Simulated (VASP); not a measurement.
# Be (P1) in VASP: single point with PBE

Aim: the single point of Be with PBE.

Everything below comes from runs of VASP 6.6.1. Logs are shortened: lines on timing, memory, paths and dates and some standing lists are left out, and cuts for length are marked.

### Step 1. The cell of the first run

The typed cell holds 8 atoms: a = 4.336 Å, b = 3.755 Å, c = 3.416 Å, α = 90.00°, β = 90.00°, γ = 90.00°.

### Step 2. Single point, PBE

INCAR reads:

```
PREC = Accurate
ENCUT = 520
EDIFF = 1E-6
ISMEAR = 1
SIGMA = 0.05
LREAL = False
LASPH = True
NELM = 120
ALGO = Normal
ISIF = 2
LWAVE = False
LCHARG = True
GGA = PE
LELF = True
LVHAR = True
NBANDS = 18
GGA_COMPAT = False
```

KPOINTS reads:

```
Automatic mesh
0
Gamma
  2 2 2
```

POSCAR reads:

```
Be
1.0
    4.3360000000      0.0000000000      0.0000000000
    0.0000000000      3.7550000000      0.0000000000
    0.0000000000      0.0000000000      3.4160000000
Be
8
Direct
    0.3737553044      0.7723621838      0.7751261710
    0.1090599631      0.2376993342      0.7410646956
    0.1377705258      0.7514860186      0.2435433255
    0.3808081181      0.2554972037      0.2617737119
    0.8934607934      0.7502242344      0.7471288056
    0.6061226937      0.2104149134      0.7568586066
    0.6356229244      0.7682367510      0.2409604801
    0.8633999077      0.2540793609      0.2335442037
```

Potentials or basis: VASP PAW PBE potentials, release 64 (Be).

On the command line:

```bash
$ cat potpaw_PBE.64/Be/POTCAR > POTCAR
$ mpirun -np 1 vasp_std > vasp.out
```

OUTCAR:

```text
PREC = Accurate
   ENCUT = 520
   EDIFF = 1E-6
   ISMEAR = 1
   LREAL = False
   LASPH = True
   NELM = 120
   ISIF = 2
   GGA = PE

 ion  position               nearest neighbor table
   1  0.374  0.772  0.775-   3 1.90   6 1.93   7 1.95   3 2.09   5 2.09   2 2.09   7 2.15   5 2.26
                             2 2.32   6 2.34
   2  0.109  0.238  0.741-   8 1.99   4 2.02   8 2.04   5 2.06   1 2.09   4 2.13   5 2.14   6 2.16
                             6 2.18   1 2.32
   3  0.138  0.751  0.244-   1 1.90   5 2.00   5 2.02   1 2.09   4 2.14   7 2.16   4 2.17   7 2.18
                             8 2.21   8 2.23
   4  0.381  0.255  0.262-   6 1.96   6 1.99   2 2.02   8 2.09   2 2.13   7 2.14   3 2.14   3 2.17
                             7 2.22   8 2.25
   5  0.893  0.750  0.747-   3 2.00   3 2.02   7 2.02   2 2.06   7 2.06   1 2.09   6 2.13   2 2.14
                             1 2.26   6 2.38
   6  0.606  0.210  0.757-   1 1.93   4 1.96   8 1.98   4 1.99   8 2.11   5 2.13   2 2.16   2 2.18
                             1 2.34   7 2.35   5 2.38
   7  0.636  0.768  0.241-   1 1.95   5 2.02   5 2.06   8 2.07   4 2.14   1 2.15   3 2.16   8 2.17
                             3 2.18   4 2.22   6 2.35
   8  0.863  0.254  0.234-   6 1.98   2 1.99   2 2.04   7 2.07   4 2.09   6 2.11   7 2.17   3 2.21
                             3 2.23   4 2.25

  LATTYP: Found a simple orthorhombic cell.
 ALAT       =     3.4160000000
 B/A-ratio  =     1.0992388759
 C/A-ratio  =     1.2693208431

  Lattice vectors:

 A1 = (   0.0000000000,   0.0000000000,  -3.4160000000)
 A2 = (   0.0000000000,   3.7550000000,   0.0000000000)
 A3 = (   4.3360000000,   0.0000000000,   0.0000000000)

Analysis of symmetry for initial positions (statically):
=====================================================================
 Subroutine PRICEL returns:
 Original cell was already a primitive cell.

 Routine SETGRP: Setting up the symmetry group for a
 simple orthorhombic supercell.

 Subroutine GETGRP returns: Found  1 space group operations
 (whereof  1 operations were pure point group operations)
 out of a pool of  8 trial point group operations.

The static configuration has the point symmetry C_1 .

Analysis of symmetry for dynamics (positions and initial velocities):
=====================================================================
 Subroutine PRICEL returns:
 Original cell was already a primitive cell.

 Routine SETGRP: Setting up the symmetry group for a
 simple orthorhombic supercell.

 Subroutine GETGRP returns: Found  1 space group operations
 (whereof  1 operations were pure point group operations)
 out of a pool of  8 trial point group operations.

The dynamic configuration has the point symmetry C_1 .

 Subroutine INISYM returns: Found  1 space group operations
 (whereof  1 operations are pure point group operations),
 and found     1 'primitive' translations

----------------------------------------------------------------------------------------

                                     Primitive cell

  volume of cell :      55.6182

  direct lattice vectors                    reciprocal lattice vectors
     4.336000000  0.000000000  0.000000000     0.230627306  0.000000000  0.000000000
     0.000000000  3.755000000  0.000000000     0.000000000  0.266311585  0.000000000
     0.000000000  0.000000000  3.416000000     0.000000000  0.000000000  0.292740047

  length of vectors
     4.336000000  3.755000000  3.416000000     0.230627306  0.266311585  0.292740047

  position of ions in fractional coordinates (direct lattice)
     0.373755304  0.772362184  0.775126171
     0.109059963  0.237699334  0.741064696
     0.137770526  0.751486019  0.243543325
     0.380808118  0.255497204  0.261773712
     0.893460793  0.750224234  0.747128806
     0.606122694  0.210414913  0.756858607
     0.635622924  0.768236751  0.240960480
     0.863399908  0.254079361  0.233544204

  ion indices of the primitive-cell ions
   primitive index   ion index
                 1           1
                 2           2
                 3           3
                 4           4
                 5           5
                 6           6
                 7           7
                 8           8

----------------------------------------------------------------------------------------

 KPOINTS: Automatic mesh

Automatic generation of k-mesh.
 Grid dimensions read from file:
 generate k-points for:    2    2    2

 Generating k-lattice:

  Cartesian coordinates                     Fractional coordinates (reciprocal lattice)
     0.115313653  0.000000000  0.000000000     0.500000000  0.000000000  0.000000000
     0.000000000  0.133155792  0.000000000     0.000000000  0.500000000  0.000000000
     0.000000000  0.000000000  0.146370023     0.000000000  0.000000000  0.500000000

  Length of vectors
     0.115313653  0.133155792  0.146370023

  Shift w.r.t. Gamma in fractional coordinates (k-lattice)
     0.000000000  0.000000000  0.000000000

 Subroutine IBZKPT returns following result:
 ===========================================

 Found      8 irreducible k-points:

 Following reciprocal coordinates:
            Coordinates               Weight
  0.000000  0.000000  0.000000      1.000000
  0.500000  0.000000  0.000000      1.000000
  0.000000  0.500000  0.000000      1.000000
  0.500000  0.500000  0.000000      1.000000
  0.000000  0.000000  0.500000      1.000000
  0.500000  0.000000  0.500000      1.000000
  0.000000  0.500000  0.500000      1.000000
  0.500000  0.500000  0.500000      1.000000
   k-points           NKPTS =      8   k-points in BZ     NKDIM =      8   number of bands    NBANDS=     18
   number of dos      NEDOS =    301   number of ions     NIONS =      8
   total plane-waves  NPLWV =  25088
   dimension x,y,z NGX =    32 NGY =   28 NGZ =   28
   dimension x,y,z NGXF=    64 NGYF=   56 NGZF=   56
   ions per type =               8
   NGX,Y,Z   is equivalent  to a cutoff of  12.27, 12.40, 13.63 a.u.
   NGXF,Y,Z  is equivalent  to a cutoff of  24.54, 24.79, 27.25 a.u.
 SYSTEM =  unknown system
   PREC   = accura    normal or accurate (medium, high low for compatibility)
   ISTART =      0    job   : 0-new  1-cont  2-samecut
   ICHARG =      2    charge: 1-file 2-atom 10-const
   ISPIN  =      1    spin polarized calculation?
   LNONCOLLINEAR =      F non collinear calculations
   LSORBIT =      F    spin-orbit coupling
   LASPH  =      T    aspherical Exc in radial PAW
   ENCUT  =  520.0 eV  38.22 Ry    6.18 a.u.   8.06  6.98  6.35*2*pi/ulx,y,z
   NELM   =    120;   NELMIN=  2; NELMDL= -5     # of ELM steps
   EDIFF  = 0.1E-05   stopping-criterion for ELM
   LREAL  =      F    real-space projection
   EDIFFG = 0.1E-04   stopping-criterion for IOM
   NSW    =      0    number of steps for IOM
   IBRION =     -1    ionic relax: 0-MD 1-quasi-New 2-CG
   NFREE  =      0    steps in history (QN), initial steepest desc. (CG)
   ISIF   =      2    stress and relaxation
   ISYM   =      2    0-nonsym 1-usesym 2-fastsym
   POTIM  = 0.5000    time-step for ionic-motion
   TEBEG  =    0.0;   TEEND  =   0.0 temperature during run
   PSTRESS=    0.0 pullay stress
   NELECT =      16.0000    total number of electrons
   NUPDOWN=      -1.0000    fix difference up-down
   EMIN   =  10.00;   EMAX   =-10.00  energy-range for DOS
   EFERMI =   0.00;   METHOD = LEGACY
   ISMEAR =     1;   SIGMA  =   0.05  broadening in eV -4-tet -1-fermi 0-gaus
   EFERMI_NEDOS =   21; number of points for ismear=-14 and -15
   IALGO  =     38    algorithm
   IMIX   =      4    mixing-type and parameters
     AMIX     =   0.40;   BMIX     =  1.00
     AMIX_MAG =   1.60;   BMIX_MAG =  1.00
  volume/ion in A,a.u.               =       6.95        46.92
  Fermi-wavevector in a.u.,A,eV,Ry     =   1.080710  2.042246 15.890705  1.167934
  Thomas-Fermi vector in A             =   2.216708
   LORBIT       =      0    0 simple, 1 ext, 2 COOP (PROOUT), +10 PAW based schemes
   GGA     = PE    functional components
   LHFCALC =     F    Hartree Fock is set to
   AEXX    =    0.0000 exact exchange contribution
   IVDW    =     0    specifies the selected vdW correction
   LEPSILON=     F    determine dielectric tensor
   LRPA    =     F    only Hartree local field effects (RPA)
 non-spin polarized calculation
 Methfessel and Paxton  Order N= 1 SIGMA  =   0.05
  energy-cutoff  :      520.00
  volume of cell :       55.62
 maximum number of plane-waves:      1513
   NGX = 17   NGY = 13   NGZ = 13

 number of electron      16.0000000 magnetization

 Free energy of the ion-electron system (eV)
  ---------------------------------------------------
  ext. energy  EPLUGINS =         0.00000000
  ---------------------------------------------------
  free energy    TOTEN  =       -25.78850737 eV

  energy without entropy =      -25.78653013  energy(sigma->0) =      -25.78784829

 E-fermi :   8.0670     XC(G=0): -11.0261

 val. band max:        8.0617391484   @ k =   0.5000   0.0000   0.5000
 cond. band min:       8.0718113900   @ k =   0.5000   0.5000   0.0000
 fundamental gap:      0.0100722416
 Fermi energy:         8.0669757743

 k-point     1 :       0.0000    0.0000    0.0000
  band No.  band energies     occupation
      1      -3.9411      2.00000
      2       1.6839      2.00000
      3       1.7467      2.00000
      4       2.0055      2.00000
      5       3.1244      2.00000
      6       7.1830      2.00000
[... 10 lines left out ...]
     17      17.8981      0.00000
     18      18.0088      0.00000

 k-point     2 :       0.5000    0.0000    0.0000
  band No.  band energies     occupation
      1      -2.5693      2.00000
      2      -2.5099      2.00000
      3       3.8723      2.00000
      4       3.8967      2.00000
      5       5.0182      2.00000
      6       5.0979      2.00000
[... 10 lines left out ...]
     17      19.1512      0.00000
     18      19.1977      0.00000
[... 106 lines left out ...]
 k-point     8 :       0.5000    0.5000    0.5000
  band No.  band energies     occupation
      1       1.1846      2.00000
      2       1.3137      2.00000
      3       1.4148      2.00000
      4       1.5491      2.00000
      5       1.8029      2.00000
      6       1.8199      2.00000
[... 10 lines left out ...]
     17      17.1410      0.00000
     18      17.9484      0.00000

------------------------ aborting loop because EDIFF is reached ----------------------------------------

  FORCE on cell =-STRESS in cart. coord.  units (eV):
  Direction    XX          YY          ZZ          XY          YZ          ZX
  --------------------------------------------------------------------------------------
  -------------------------------------------------------------------------------------
  Total        4.4186644     14.1209259     12.3956859      0.7763903      0.3479211     -0.3011184
  in kB      127.2871383    406.7772719    357.0788002     22.3652433     10.0224582     -8.6742264
  external PRESSURE =     297.0477368 kB  Pullay stress =       0.0000000 kB

 VOLUME and BASIS-vectors are now :
 -----------------------------------------------------------------------------
  energy-cutoff  :      520.00
  volume of cell :       55.62
      direct lattice vectors                 reciprocal lattice vectors
     4.336000000  0.000000000  0.000000000     0.230627306  0.000000000  0.000000000
     0.000000000  3.755000000  0.000000000     0.000000000  0.266311585  0.000000000
     0.000000000  0.000000000  3.416000000     0.000000000  0.000000000  0.292740047

 POSITION                                       TOTAL-FORCE (eV/Angst)
 -----------------------------------------------------------------------------------
      1.62060      2.90022      2.64783        -0.463139     -1.317047     -1.560342
      0.47288      0.89256      2.53148         0.743244      0.617679      0.018966
      0.59737      2.82183      0.83194        -0.548166      0.069195      1.166793
      1.65118      0.95939      0.89422        -0.588774      0.267750     -0.462863
      3.87405      2.81709      2.55219        -0.531499     -1.136280     -0.343549
      2.62815      0.79011      2.58543         0.963255      0.507440     -0.264508
      2.75606      2.88473      0.82312        -0.212107      0.250720      0.877784
      3.74370      0.95407      0.79779         0.637187      0.740543      0.567718
 -----------------------------------------------------------------------------------
    total drift:                                0.000144      0.000034     -0.000112

  FREE ENERGIE OF THE ION-ELECTRON SYSTEM (eV)
  ---------------------------------------------------
  free  energy   TOTEN  =       -25.7885073697 eV

  energy  without entropy=      -25.7865301271  energy(sigma->0) =      -25.78784829
```

It took 5.7 s on 1 thread of Intel Xeon Platinum 8488C (Sapphire Rapids), shared host; peak memory 0.15 GiB.

What came out:

| Quantity | Value |
| --- | --- |
| Free energy | -25.7885 eV |
| Pressure | 29.7 GPa |
| Largest force | 2.094 eV/Å |
| Band gap on the k mesh | zero (bands 8 and 9 overlap by 0.85 eV) |

Forces in eV/Å, atoms in the order of the input:
```
Be  -0.463 -1.317 -1.560
Be   0.743  0.618  0.019
Be  -0.548  0.069  1.167
Be  -0.589  0.268 -0.463
Be  -0.531 -1.136 -0.344
Be   0.963  0.507 -0.265
Be  -0.212  0.251  0.878
Be   0.637  0.741  0.568
```

Caveat: the k points lie up to 0.92 Å⁻¹ apart, too coarse for converged energies and pressures of a metal; forces of over 1 eV/Å act on the atoms, so gaps and moduli don't describe the material at rest.
